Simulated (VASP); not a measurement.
# Ga2Cl (Fm-3m) in VASP: a series of runs, part 3 of 3

VASP 6.6.1. Earlier steps stand in the parts before.

### 5 Single point, PBE

This run uses another cell than the first one, of 29.56 Å³/atom.

INCAR

```
  PREC = Accurate
  ENCUT = 520
  EDIFF = 1E-6
  ISMEAR = 0
  SIGMA = 0.1
  LREAL = False
  LASPH = True
  NELM = 60
  ALGO = Normal
  ISIF = 2
  LWAVE = False
  LCHARG = False
  GGA = PE
  NBANDS = 24
```

KPOINTS

```
regular mesh
0
Gamma
  12 12 12
```

POSCAR

```
Ga2Cl
1.0
    0.0000000000      3.5393347747      3.5393347747
    3.5393347747      0.0000000000      3.5393347747
    3.5393347747      3.5393347747      0.0000000000
Ga Cl
2 1
Direct
    0.2500000000      0.2500000000      0.2500000000
    0.7500000000      0.7500000000      0.7500000000
    0.0000000000      0.0000000000      0.0000000000
```

Potentials or basis: VASP PAW PBE potentials, release 64 (Ga_d, Cl).

Started as:

```
> cat potpaw_PBE.64/Ga_d/POTCAR potpaw_PBE.64/Cl/POTCAR > POTCAR
> mpirun -np 1 vasp_std > vasp.out
```

OUTCAR:

```text
PREC = Accurate
   ENCUT = 520
   EDIFF = 1E-6
   ISMEAR = 0
   LREAL = False
   LASPH = True
   NELM = 60
   ISIF = 2
   GGA = PE

 ion  position               nearest neighbor table
   1  0.250  0.250  0.250-
   2  0.750  0.750  0.750-
   3  0.000  0.000  0.000-

  LATTYP: Found a face centered cubic cell.
 ALAT       =     7.0786695494

  Lattice vectors:

 A1 = (   0.0000000000,   3.5393347747,   3.5393347747)
 A2 = (   3.5393347747,   0.0000000000,   3.5393347747)
 A3 = (   3.5393347747,   3.5393347747,   0.0000000000)

Analysis of symmetry for initial positions (statically):
=====================================================================
 Subroutine PRICEL returns:
 Original cell was already a primitive cell.

 Routine SETGRP: Setting up the symmetry group for a
 face centered cubic supercell.

 Subroutine GETGRP returns: Found 48 space group operations
 (whereof 48 operations were pure point group operations)
 out of a pool of 48 trial point group operations.
[... 161 lines left out ...]
  ---------------------------------------------------
  free energy    TOTEN  =        -7.57381444 eV

  energy without entropy =       -7.56556140  energy(sigma->0) =       -7.56968792

 E-fermi :   2.9411     XC(G=0):  -8.4856

 val. band max:        2.9058623115   @ k =   0.5000   0.2500   0.0833
 cond. band min:       2.9587618951   @ k =  -0.3333   0.2500   0.0833
 fundamental gap:      0.0528995836
 Fermi energy:         2.9411383360

 k-point     1 :       0.0000    0.0000    0.0000
  band No.  band energies     occupation
      1     -13.4799      2.00000
      2     -12.7615      2.00000
      3     -12.7615      2.00000
      4     -12.7391      2.00000
      5     -12.7391      2.00000
      6     -12.7391      2.00000
[... 637 lines left out ...]
     23       9.6332      0.00000
     24      10.6174      0.00000

 [... further k-points ...]

------------------------ aborting loop because EDIFF is reached ----------------------------------------

  FORCE on cell =-STRESS in cart. coord.  units (eV):
  Direction    XX          YY          ZZ          XY          YZ          ZX
  --------------------------------------------------------------------------------------
  -------------------------------------------------------------------------------------
  Total       -0.0019540     -0.0019540     -0.0019540     -0.0000000      0.0000000     -0.0000000
  in kB       -0.0353047     -0.0353047     -0.0353047     -0.0000000      0.0000000     -0.0000000
  external PRESSURE =      -0.0353047 kB  Pullay stress =       0.0000000 kB

 VOLUME and BASIS-vectors are now :
 -----------------------------------------------------------------------------
  energy-cutoff  :      520.00
  volume of cell :       88.67
      direct lattice vectors                 reciprocal lattice vectors
     0.000000000  3.539334775  3.539334775    -0.141269485  0.141269485  0.141269485
     3.539334775  0.000000000  3.539334775     0.141269485 -0.141269485  0.141269485
     3.539334775  3.539334775  0.000000000     0.141269485  0.141269485 -0.141269485

 POSITION                                       TOTAL-FORCE (eV/Angst)
 -----------------------------------------------------------------------------------
      1.76967      1.76967      1.76967         0.000000      0.000000      0.000000
      5.30900      5.30900      5.30900        -0.000000     -0.000000     -0.000000
      0.00000      0.00000      0.00000        -0.000000      0.000000     -0.000000
 -----------------------------------------------------------------------------------
    total drift:                               -0.000000     -0.000000      0.000000

  FREE ENERGIE OF THE ION-ELECTRON SYSTEM (eV)
  ---------------------------------------------------
  free  energy   TOTEN  =        -7.5738144371 eV

  energy  without entropy=       -7.5655613970  energy(sigma->0) =       -7.56968792
```

OSZICAR:

```text
N       E                     dE             d eps       ncg     rms          rms(c)
DAV:   1     0.218933257103E+03    0.21893E+03   -0.15310E+04  3520   0.189E+03
DAV:   2     0.202325351662E+02   -0.19870E+03   -0.18672E+03  3776   0.433E+02
DAV:   3    -0.685384848193E+01   -0.27086E+02   -0.26229E+02  4208   0.116E+02
DAV:   4    -0.786773881273E+01   -0.10139E+01   -0.10122E+01  4248   0.241E+01
DAV:   5    -0.789107892484E+01   -0.23340E-01   -0.23336E-01  4464   0.335E+00    0.662E+00
DAV:   6    -0.758537436898E+01    0.30570E+00   -0.40957E-01  5224   0.466E+00    0.376E+00
DAV:   7    -0.757648003952E+01    0.88943E-02   -0.13258E-01  4976   0.179E+00    0.121E+00
DAV:   8    -0.757422836373E+01    0.22517E-02   -0.17656E-02  4640   0.115E+00    0.314E-01
DAV:   9    -0.757383793158E+01    0.39043E-03   -0.37802E-03  5696   0.574E-01    0.137E-01
DAV:  10    -0.757376894042E+01    0.68991E-04   -0.34335E-04  4424   0.192E-01    0.569E-02
DAV:  11    -0.757382906902E+01   -0.60129E-04   -0.17726E-04  4944   0.971E-02    0.249E-02
DAV:  12    -0.757381401742E+01    0.15052E-04   -0.46447E-05  4864   0.808E-02    0.601E-03
DAV:  13    -0.757381443707E+01   -0.41965E-06   -0.63352E-06  3872   0.131E-02
   1 F= -.75738144E+01 E0= -.75696879E+01  d E =-.825304E-02
```

stdout:

```text
POSCAR found type information on POSCAR GaCl
 POSCAR found :  2 types and       3 ions
 scaLAPACK will be used
 LDA part: xc-table for (Slater+PW92), standard interpolation
 POSCAR, INCAR and KPOINTS ok, starting setup
 FFT: planning ... GRIDC
 FFT: planning ... GRID_SOFT
 FFT: planning ... GRID
 WAVECAR not read
 entering main loop
```

Run time: 82 s. Hardware: 1 thread of Intel Xeon 6975P-C (Granite Rapids), shared host; peak memory 0.31 GiB.

What came out:

| Property | Result |
| --- | --- |
| Free energy | -7.5738 eV |
| Pressure | 0.0 GPa |
| Band gap on the k mesh | zero (an odd number of electrons rules out a gap without spin polarisation) |

Levels at points of the mesh, in eV from the Fermi level:
| k point | band 13 | band 14 | band 15 | band 16 | band 17 | band 18 | band 19 | band 20 |
| --- | --- | --- | --- | --- | --- | --- | --- | --- |
| (0.00, 0.00, 0.00) | -4.67 | -4.67 | -4.67 | -3.30 | 0.14 | 0.14 | 0.14 | 4.04 |
| (0.50, 0.00, 0.00) | -5.63 | -4.88 | -4.88 | -2.37 | 0.81 | 0.81 | 1.57 | 2.51 |
| (0.50, 0.50, 0.00) | -5.25 | -5.25 | -4.90 | -2.24 | -1.57 | 1.39 | 1.39 | 4.39 |

Caveat: an odd number of electrons without spin polarisation forces a metal; a magnetic or distorted state may lie lower.

### 6 Relaxation of cell and atoms, PBE

This run uses another cell than the first one, of 29.14 Å³/atom.

INCAR

```
SYSTEM = Ga2Cl
  PREC = Accurate
  ENCUT = 600
  EDIFF = 1E-6
  ISMEAR = 0
  SIGMA = 0.1
  LREAL = .FALSE.
  LASPH = .TRUE.
  NELM = 80
  ALGO = Normal
  ISIF = 3
  LWAVE = .FALSE.
  LCHARG = .FALSE.
  GGA = PE
  IBRION = 2
  NSW = 100
  EDIFFG = -0.01
```

KPOINTS

```
regular mesh
0
G
  12 12 12
  0 0 0
```

POSCAR

```
Ga2Cl
1.0
    0.0000000000      3.5226123726      3.5226123726
    3.5226123726      0.0000000000      3.5226123726
    3.5226123726      3.5226123726      0.0000000000
Ga Cl
2 1
Direct
    0.2500000000      0.2500000000      0.2500000000
    0.7500000000      0.7500000000      0.7500000000
    0.0000000000      0.0000000000      0.0000000000
```

Potentials or basis: VASP PAW PBE potentials, release 64 (Ga_d, Cl).

Started as:

```
> cat potpaw_PBE.64/Ga_d/POTCAR potpaw_PBE.64/Cl/POTCAR > POTCAR
> mpirun -np 1 vasp_std > vasp.out
```

It took 2.5 min on 1 thread of Intel Xeon 6975P-C (Granite Rapids), shared host; peak memory 0.33 GiB.

Results (log left out):

```
Free energy                           : -7.5735 eV
Relaxed volume                        : 29.47 Å³/atom
Relaxed cell                          : a = 5.000 Å, b = 5.000 Å, c = 5.000 Å, α = 60.00°, β = 60.00°, γ = 60.00°
Space group after relaxing (to 0.1 Å) : Fm-3m (No. 225)
Energy gained by relaxing             : 0.3 meV/atom
Ionic steps                           : 3
Pressure after relaxing               : 0.0 GPa
Band gap on the k mesh                : zero (an odd number of electrons rules out a gap without spin polarisation)
```

Step by step:
```csv
step,energy change (eV),largest force (eV/Å),pressure (GPa),volume (Å³)
1,0.0000,0.0000,0.27,87.42
2,-0.0008,0.0000,0.12,88.05
3,-0.0010,0.0000,0.04,88.41
```

Final structure:
```
Ga Cl
1.0
     0.00000    3.53584    3.53584
     3.53584    0.00000    3.53584
     3.53584    3.53584    0.00000
Ga Cl
2 1
Cartesian
  1.7679 1.7679 1.7679
  5.3038 5.3038 5.3038
  0.0000 0.0000 0.0000
```

Levels at points of the mesh, in eV from the Fermi level:
| k point | band 12 | band 13 | band 14 | band 15 | band 16 | band 17 | band 18 | band 19 | band 20 |
| --- | --- | --- | --- | --- | --- | --- | --- | --- | --- |
| (0.00, 0.00, 0.00) | -6.87 | -4.67 | -4.67 | -4.67 | -3.29 | 0.13 | 0.13 | 0.13 | 4.05 |
| (0.50, 0.00, 0.00) | -7.30 | -5.62 | -4.89 | -4.89 | -2.36 | 0.81 | 0.81 | 1.58 | 2.52 |
| (0.50, 0.50, 0.00) | -7.45 | -5.26 | -5.26 | -4.89 | -2.23 | -1.57 | 1.39 | 1.39 | 4.41 |

Caveat: an odd number of electrons without spin polarisation forces a metal; a magnetic or distorted state may lie lower.

### 7 Overview

```csv
task,cell,k mesh,cutoff (eV),gap on the mesh (eV),pressure (GPa),relaxed volume (Å³/atom)
single point,"a = 4.388 Å, angles 60.0°, 3 atoms",6 × 6 × 6,520,none,17.9,-
single point,"a = 4.982 Å, angles 60.0°, 3 atoms",6 × 6 × 6,520,none,0.2,-
relaxation of cell and atoms,"relaxed from a = 4.388 Å, angles 60.0°, 3 atoms",6 × 6 × 6,600,none,-0.1,29.55
single point,"a = 5.005 Å, angles 60.0°, 3 atoms",12 × 12 × 12,520,none,0.0,-
relaxation of cell and atoms,"relaxed from a = 4.982 Å, angles 60.0°, 3 atoms",12 × 12 × 12,600,none,0.0,29.47
```

Alike in all rows: level PBE; potentials or basis VASP PAW PBE potentials, release 64 (Ga_d, Cl); no spin polarisation; smearing gaussian 0.1 eV.

Caveats: an odd number of electrons without spin polarisation forces a metal; a magnetic or distorted state may lie lower; the cell stands under pressure (at least some runs); the volume moved by over 15 % at a fixed basis, so the end points are rough (at least some runs).

Total energies depend on the potentials used, so only differences within one code and one set of settings carry meaning.
